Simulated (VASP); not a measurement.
# Be3ZnSe4 (I-42m) in VASP: a series of runs

Runs on Be3ZnSe4. Level: PBE. Tasks: single point, relaxation of cell and atoms.

Program: VASP 6.6.1. These are calculated values, not measurements. Logs are shortened: lines on timing, memory, paths and dates and some standing lists are left out, and cuts for length are marked.

### Step 1. The cell of the first run

Symmetry: I-42m, No. 121, tetragonal system. The conventional cell has a = 5.322 Å, b = 5.322 Å, c = 10.596 Å, α = 90.00°, β = 90.00°, γ = 90.00°. Be (site symmetry -4) has 4 Se at 2.27 Å within 3.0 Å. Within 3.0 Å of Be (site symmetry -42m) lie 4 Se at 2.24 Å. Zn (site symmetry -42m) has 4 Se at 2.44 Å within 3.2 Å. Se (site symmetry m) has 3 Be at 2.24 to 2.27 Å and 1 Zn at 2.44 Å within 3.0 Å.

### Step 2. Single point, PBE

Contents of INCAR:

```
PREC = Accurate ; ENCUT = 520
EDIFF = 1E-6 ; ISMEAR = 0
SIGMA = 0.01 ; LREAL = False
LASPH = True ; NELM = 60
ALGO = Normal ; ISIF = 2
LWAVE = False ; LCHARG = False
GGA = PE ; NBANDS = 31
```

Contents of KPOINTS:

```
Automatic mesh
0
Gamma
  6 6 6
```

Contents of POSCAR:

```
Be3ZnSe4
1.0
   -2.6611905762      2.6611905762      5.2980929025
    2.6611905762     -2.6611905762      5.2980929025
    2.6611905762      2.6611905762     -5.2980929025
Be Zn Se
3 1 4
Direct
    0.7500000000      0.2500000000      0.5000000000
    0.2500000000      0.7500000000      0.5000000000
    0.5000000000      0.5000000000      0.0000000000
    0.0000000000      0.0000000000      0.0000000000
    0.3981284595      0.8650309777      0.0000000000
    0.8650309777      0.3981284595      0.0000000000
    0.6018715405      0.6018715405      0.4669025182
    0.1349690223      0.1349690223      0.5330974818
```

Potentials or basis: VASP PAW PBE potentials, release 64 (Be, Zn, Se).

Launch:

```console
> cat potpaw_PBE.64/Be/POTCAR potpaw_PBE.64/Zn/POTCAR potpaw_PBE.64/Se/POTCAR > POTCAR
> mpirun -np 1 vasp_std > vasp.out
```

OUTCAR:

```text
PREC = Accurate
   ENCUT = 520
   EDIFF = 1E-6
   ISMEAR = 0
   LREAL = False
   LASPH = True
   NELM = 60
   ISIF = 2
   GGA = PE

 ion  position               nearest neighbor table
   1  0.750  0.250  0.500-   8 2.27   5 2.27   6 2.27   7 2.27
   2  0.250  0.750  0.500-   8 2.27   6 2.27   5 2.27   7 2.27
   3  0.500  0.500  0.000-   7 2.24   6 2.24   5 2.24   8 2.24
   4  0.000  0.000  0.000-   8 2.44   5 2.44   6 2.44   7 2.44
   5  0.398  0.865  0.000-   3 2.24   1 2.27   2 2.27   4 2.44
   6  0.865  0.398  0.000-   3 2.24   2 2.27   1 2.27   4 2.44
   7  0.602  0.602  0.467-   3 2.24   2 2.27   1 2.27   4 2.44
   8  0.135  0.135  0.533-   3 2.24   2 2.27   1 2.27   4 2.44

  LATTYP: Found a body centered tetragonal cell.
 ALAT       =     5.3223811524
 C/A-ratio  =     1.9908731640

  Lattice vectors:

 A1 = (  -2.6611905762,   2.6611905762,   5.2980929025)
 A2 = (   2.6611905762,  -2.6611905762,   5.2980929025)
 A3 = (   2.6611905762,   2.6611905762,  -5.2980929025)

Analysis of symmetry for initial positions (statically):
=====================================================================
 Subroutine PRICEL returns:
 Original cell was already a primitive cell.

 Routine SETGRP: Setting up the symmetry group for a
 body centered tetragonal supercell.

 Subroutine GETGRP returns: Found  8 space group operations
 (whereof  8 operations were pure point group operations)
 out of a pool of 16 trial point group operations.

The static configuration has the point symmetry D_2d.

Analysis of symmetry for dynamics (positions and initial velocities):
=====================================================================
 Subroutine PRICEL returns:
 Original cell was already a primitive cell.

 Routine SETGRP: Setting up the symmetry group for a
 body centered tetragonal supercell.

 Subroutine GETGRP returns: Found  8 space group operations
 (whereof  8 operations were pure point group operations)
 out of a pool of 16 trial point group operations.

The dynamic configuration has the point symmetry D_2d.

 Subroutine INISYM returns: Found  8 space group operations
 (whereof  8 operations are pure point group operations),
 and found     1 'primitive' translations

----------------------------------------------------------------------------------------

                                     Primitive cell

  volume of cell :     150.0830

  direct lattice vectors                    reciprocal lattice vectors
    -2.661190576  2.661190576  5.298092902     0.000000000  0.187885830  0.094373581
     2.661190576 -2.661190576  5.298092902     0.187885830  0.000000000  0.094373581
     2.661190576  2.661190576 -5.298092902     0.187885830  0.187885830  0.000000000

  length of vectors
     6.498742876  6.498742876  6.498742876     0.210255696  0.210255696  0.265710689

  position of ions in fractional coordinates (direct lattice)
     0.750000000  0.250000000  0.500000000
     0.250000000  0.750000000  0.500000000
     0.500000000  0.500000000  0.000000000
     0.000000000  0.000000000  0.000000000
     0.398128460  0.865030978  0.000000000
     0.865030978  0.398128460  0.000000000
     0.601871540  0.601871540  0.466902518
     0.134969022  0.134969022  0.533097482

  ion indices of the primitive-cell ions
   primitive index   ion index
                 1           1
                 2           2
                 3           3
                 4           4
                 5           5
                 6           6
                 7           7
                 8           8

----------------------------------------------------------------------------------------

 KPOINTS: Automatic mesh

Automatic generation of k-mesh.
 Grid dimensions read from file:
 generate k-points for:    6    6    6

 Generating k-lattice:

  Cartesian coordinates                     Fractional coordinates (reciprocal lattice)
     0.000000000  0.031314305  0.015728930     0.166666667  0.000000000  0.000000000
     0.031314305  0.000000000  0.015728930     0.000000000  0.166666667  0.000000000
     0.031314305  0.031314305  0.000000000     0.000000000  0.000000000  0.166666667

  Length of vectors
     0.035042616  0.035042616  0.044285115

  Shift w.r.t. Gamma in fractional coordinates (k-lattice)
     0.000000000  0.000000000  0.000000000

 Subroutine IBZKPT returns following result:
 ===========================================

 Found     30 irreducible k-points:

 Following reciprocal coordinates:
            Coordinates               Weight
  0.000000  0.000000  0.000000      1.000000
  0.166667  0.000000  0.000000      8.000000
  0.333333  0.000000 -0.000000      8.000000
  0.500000  0.000000 -0.000000      4.000000
  0.166667  0.166667 -0.000000      8.000000
  0.333333  0.166667 -0.000000     16.000000
[... 16 lines left out ...]
 -0.333333 -0.333333  0.166667      8.000000
 -0.166667 -0.333333  0.166667      8.000000
 [... further k-points ...]
   k-points           NKPTS =     30   k-points in BZ     NKDIM =     30   number of bands    NBANDS=     31
   number of dos      NEDOS =    301   number of ions     NIONS =      8
   total plane-waves  NPLWV = 110592
   dimension x,y,z NGX =    48 NGY =   48 NGZ =   48
   dimension x,y,z NGXF=    96 NGYF=   96 NGZF=   96
   ions per type =               3   1   4
   NGX,Y,Z   is equivalent  to a cutoff of  12.28, 12.28, 12.28 a.u.
   NGXF,Y,Z  is equivalent  to a cutoff of  24.56, 24.56, 24.56 a.u.
 SYSTEM =  unknown system
   PREC   = accura    normal or accurate (medium, high low for compatibility)
   ISTART =      0    job   : 0-new  1-cont  2-samecut
   ICHARG =      2    charge: 1-file 2-atom 10-const
   ISPIN  =      1    spin polarized calculation?
   LNONCOLLINEAR =      F non collinear calculations
   LSORBIT =      F    spin-orbit coupling
   LASPH  =      T    aspherical Exc in radial PAW
   ENCUT  =  520.0 eV  38.22 Ry    6.18 a.u.  12.08 12.08 12.08*2*pi/ulx,y,z
   NELM   =     60;   NELMIN=  2; NELMDL= -5     # of ELM steps
   EDIFF  = 0.1E-05   stopping-criterion for ELM
   LREAL  =      F    real-space projection
   EDIFFG = 0.1E-04   stopping-criterion for IOM
   NSW    =      0    number of steps for IOM
   IBRION =     -1    ionic relax: 0-MD 1-quasi-New 2-CG
   NFREE  =      0    steps in history (QN), initial steepest desc. (CG)
   ISIF   =      2    stress and relaxation
   ISYM   =      2    0-nonsym 1-usesym 2-fastsym
   POTIM  = 0.5000    time-step for ionic-motion
   TEBEG  =    0.0;   TEEND  =   0.0 temperature during run
   PSTRESS=    0.0 pullay stress
   NELECT =      42.0000    total number of electrons
   NUPDOWN=      -1.0000    fix difference up-down
   EMIN   =  10.00;   EMAX   =-10.00  energy-range for DOS
   EFERMI =   0.00;   METHOD = LEGACY
   ISMEAR =     0;   SIGMA  =   0.01  broadening in eV -4-tet -1-fermi 0-gaus
   EFERMI_NEDOS =   21; number of points for ismear=-14 and -15
   IALGO  =     38    algorithm
   IMIX   =      4    mixing-type and parameters
     AMIX     =   0.40;   BMIX     =  1.00
     AMIX_MAG =   1.60;   BMIX_MAG =  1.00
  volume/ion in A,a.u.               =      18.76       126.60
  Fermi-wavevector in a.u.,A,eV,Ry     =   1.070814  2.023545 15.601024  1.146643
  Thomas-Fermi vector in A             =   2.206536
   LORBIT       =      0    0 simple, 1 ext, 2 COOP (PROOUT), +10 PAW based schemes
   GGA     = PE    functional components
   LHFCALC =     F    Hartree Fock is set to
   AEXX    =    0.0000 exact exchange contribution
   IVDW    =     0    specifies the selected vdW correction
   LEPSILON=     F    determine dielectric tensor
   LRPA    =     F    only Hartree local field effects (RPA)
 non-spin polarized calculation
 Gauss-broadening in eV      SIGMA  =   0.01
  energy-cutoff  :      520.00
  volume of cell :      150.08
 maximum number of plane-waves:      4066
   NGX = 25   NGY = 25   NGZ = 25

 number of electron      42.0000018 magnetization

 Free energy of the ion-electron system (eV)
  ---------------------------------------------------
  ext. energy  EPLUGINS =         0.00000000
  ---------------------------------------------------
  free energy    TOTEN  =       -32.47050430 eV

  energy without entropy =      -32.47050430  energy(sigma->0) =      -32.47050430

 E-fermi :   2.7808     XC(G=0):  -9.3463

 val. band max:        2.6928047822   @ k =   0.0000   0.0000   0.0000
 cond. band min:       5.4187550063   @ k =   0.0000   0.0000   0.0000
 fundamental gap:      2.7259502241
 Fermi energy:         2.7807590344

 k-point     1 :       0.0000    0.0000    0.0000
  band No.  band energies     occupation
      1     -10.8474      2.00000
      2      -9.3156      2.00000
      3      -9.2844      2.00000
      4      -9.2844      2.00000
      5      -3.5204      2.00000
      6      -3.5135      2.00000
[... 23 lines left out ...]
     30       9.8290      0.00000
     31       9.8345      0.00000

 k-point     2 :       0.1667    0.0000    0.0000
  band No.  band energies     occupation
      1     -10.7475      2.00000
      2      -9.3896      2.00000
      3      -9.3324      2.00000
      4      -9.3146      2.00000
      5      -3.5413      2.00000
      6      -3.4977      2.00000
[... 23 lines left out ...]
     30       9.3806      0.00000
     31       9.4973      0.00000

 k-point     3 :       0.3333    0.0000   -0.0000
  band No.  band energies     occupation
      1     -10.4683      2.00000
      2      -9.6557      2.00000
      3      -9.4050      2.00000
      4      -9.3664      2.00000
      5      -3.5776      2.00000
      6      -3.5363      2.00000
[... 703 lines left out ...]
     30       9.0953      0.00000
     31       9.7701      0.00000

 k-point    24 :      -0.1667   -0.3333    0.1667
  band No.  band energies     occupation
      1     -10.5959      2.00000
      2      -9.5771      2.00000
      3      -9.4000      2.00000
      4      -9.3073      2.00000
      5      -3.5925      2.00000
      6      -3.5338      2.00000
[... 23 lines left out ...]
     30       8.6691      0.00000
     31       9.2568      0.00000

 [... further k-points ...]

------------------------ aborting loop because EDIFF is reached ----------------------------------------

  FORCE on cell =-STRESS in cart. coord.  units (eV):
  Direction    XX          YY          ZZ          XY          YZ          ZX
  --------------------------------------------------------------------------------------
  -------------------------------------------------------------------------------------
  Total        0.1777215      0.1777215      0.1813396      0.0000000      0.0000000      0.0000000
  in kB        1.8972261      1.8972261      1.9358496      0.0000000      0.0000000      0.0000000
  external PRESSURE =       1.9101006 kB  Pullay stress =       0.0000000 kB

 VOLUME and BASIS-vectors are now :
 -----------------------------------------------------------------------------
  energy-cutoff  :      520.00
  volume of cell :      150.08
      direct lattice vectors                 reciprocal lattice vectors
    -2.661190576  2.661190576  5.298092902     0.000000000  0.187885830  0.094373581
     2.661190576 -2.661190576  5.298092902     0.187885830  0.000000000  0.094373581
     2.661190576  2.661190576 -5.298092902     0.187885830  0.187885830  0.000000000

 POSITION                                       TOTAL-FORCE (eV/Angst)
 -----------------------------------------------------------------------------------
      0.00000      2.66119      2.64905        -0.000000     -0.000000     -0.000000
      2.66119      0.00000      2.64905         0.000000     -0.000000     -0.000000
      0.00000      0.00000      5.29809         0.000000     -0.000000     -0.000000
      0.00000      0.00000      0.00000         0.000000     -0.000000     -0.000000
      1.24252     -1.24252      6.69234        -0.005760      0.005760      0.006086
     -1.24252      1.24252      6.69234         0.005760     -0.005760      0.006086
      1.24252      1.24252      3.90385        -0.005760     -0.005760     -0.006086
      1.41867      1.41867     -1.39424         0.005760      0.005760     -0.006086
 -----------------------------------------------------------------------------------
    total drift:                                0.000007      0.000007      0.000009

  FREE ENERGIE OF THE ION-ELECTRON SYSTEM (eV)
  ---------------------------------------------------
  free  energy   TOTEN  =       -32.4705042981 eV

  energy  without entropy=      -32.4705042981  energy(sigma->0) =      -32.47050430
```

Run time: 2 min. Hardware: 1 thread of Intel Xeon 6975P-C (Granite Rapids), shared host; peak memory 0.39 GiB.

Results:

```yaml
Free_energy: -32.4705 eV
Pressure: 0.2 GPa
Largest_force: 0.010 eV/Å
Band_gap_on_the_k_mesh: 2.73 eV, direct
```

Forces in eV/Å, atoms in the order of the input:
```
Be   0.000  0.000  0.000
Be   0.000  0.000  0.000
Be   0.000  0.000  0.000
Zn   0.000  0.000  0.000
Se  -0.006  0.006  0.006
Se   0.006 -0.006  0.006
Se  -0.006 -0.006 -0.006
Se   0.006  0.006 -0.006
```

### Step 3. Relaxation of cell and atoms, PBE

This run uses another cell than the first one, of 18.68 Å³/atom, 0.996 times its volume.

Contents of INCAR:

```
SYSTEM = Be3ZnSe4
PREC     = Accurate       ! precision mode
ENCUT    = 600            ! plane-wave cutoff, eV
EDIFF    = 1E-6           ! SCF threshold, eV
ISMEAR   = 0              ! smearing method
SIGMA    = 0.1            ! smearing width, eV
LREAL    = .False.        ! projectors in reciprocal space
LASPH    = .True.         ! aspherical terms in the spheres
NELM     = 80             ! most SCF steps
ALGO     = Normal         ! electronic algorithm
ISIF     = 3              ! what is computed and relaxed
LWAVE    = .False.        ! write WAVECAR
LCHARG   = .False.        ! write CHGCAR
GGA      = PE             ! functional
IBRION   = 2              ! ionic algorithm
NSW      = 90             ! ionic steps
EDIFFG   = -0.04          ! ionic threshold
```

Contents of KPOINTS:

```
Automatic mesh
0
Gamma
  4 4 4
  0 0 0
```

Contents of POSCAR:

```
Be3ZnSe4
1.0
   -2.6532047900      2.6532047900      5.3064095700
    2.6532047900     -2.6532047900      5.3064095700
    2.6532047900      2.6532047900     -5.3064095700
Be Zn Se
3 1 4
Direct
    0.7500000000      0.2500000000      0.5000000000
    0.2500000000      0.7500000000      0.5000000000
    0.5000000000      0.5000000000      0.0000000000
    0.0000000000      0.0000000000      0.0000000000
    0.3750000000      0.8750000000      0.0000000000
    0.8750000000      0.3750000000      0.0000000000
    0.6250000000      0.6250000000      0.5000000000
    0.1250000000      0.1250000000      0.5000000000
```

Potentials or basis: VASP PAW PBE potentials, release 64 (Be, Zn, Se).

Launch:

```console
> cat potpaw_PBE.64/Be/POTCAR potpaw_PBE.64/Zn/POTCAR potpaw_PBE.64/Se/POTCAR > POTCAR
> mpirun -np 1 vasp_std > vasp.out
```

Wall time 3.6 min (1 thread of Intel Xeon 6975P-C (Granite Rapids), shared host); peak memory 0.45 GiB.

It converged, with:

* Free energy: -32.4688 eV
* Relaxed volume: 18.80 Å³/atom
* Relaxed cell: a = 6.508 Å, b = 6.508 Å, c = 6.508 Å, α = 131.73°, β = 131.73°, γ = 70.66°
* Space group after relaxing (to 0.05 Å): I-42m (No. 121)
* Energy gained by relaxing: 65.6 meV/atom
* Ionic steps: 6
* Pressure after relaxing: 0.0 GPa
* Largest force after relaxing: 0.032 eV/Å
* Band gap on the k mesh: 2.73 eV, direct

Forces in eV/Å, atoms in the order of the input:
```
Be   0.000  0.000  0.000
Be   0.000  0.000  0.000
Be   0.000  0.000  0.000
Zn   0.000  0.000  0.000
Se  -0.014  0.014 -0.026
Se   0.014 -0.014 -0.026
Se  -0.014 -0.014  0.026
Se   0.014  0.014  0.026
```

Stress tensor (GPa, compression positive):
```
 0.09  0.00  0.00
 0.00  0.09  0.00
 0.00  0.00 -0.04
```

The path:
| step | energy change (eV) | largest force (eV/Å) | pressure (GPa) | volume (Å³) |
| --- | --- | --- | --- | --- |
| 1 | 0.0000 | 1.9538 | 2.08 | 149.42 |
| 2 | -0.4509 | 0.5156 | -1.62 | 154.73 |
| 3 | -0.4688 | 0.2483 | -2.31 | 156.13 |
| 4 | -0.5240 | 0.0824 | 0.11 | 150.24 |
| 5 | -0.5240 | 0.0832 | 0.08 | 150.30 |
| 6 | -0.5252 | 0.0323 | 0.05 | 150.39 |

Final structure:
```
Be Zn Se
1.0
    -2.66117    2.66117    5.30913
     2.66117   -2.66117    5.30913
     2.66117    2.66117   -5.30913
Be Zn Se
3 1 4
Direct
  0.75000 0.25000 0.50000
  0.25000 0.75000 0.50000
  0.50000 0.50000 0.00000
  0.00000 0.00000 0.00000
  0.39819 0.86542 0.00000
  0.86542 0.39819 0.00000
  0.60181 0.60181 0.46724
  0.13458 0.13458 0.53276
```

Levels at points of the mesh, in eV from the valence-band top:
```tsv
k point	band 19	band 20	band 21	band 22	band 23	band 24
(0.00, 0.00, 0.00)	-0.11	0.00	0.00	2.73	3.08	3.88
(0.50, 0.00, 0.00)	-1.49	-1.06	-1.01	4.51	4.81	4.87
(0.50, 0.50, 0.00)	-0.99	-0.67	-0.67	3.29	3.83	4.63
(0.50, 0.50, 0.50)	-1.85	-1.10	-1.10	2.79	2.79	3.30
```

A k mesh can miss the band edges. PBE gaps usually lie below the measured ones, often by a third to a half.
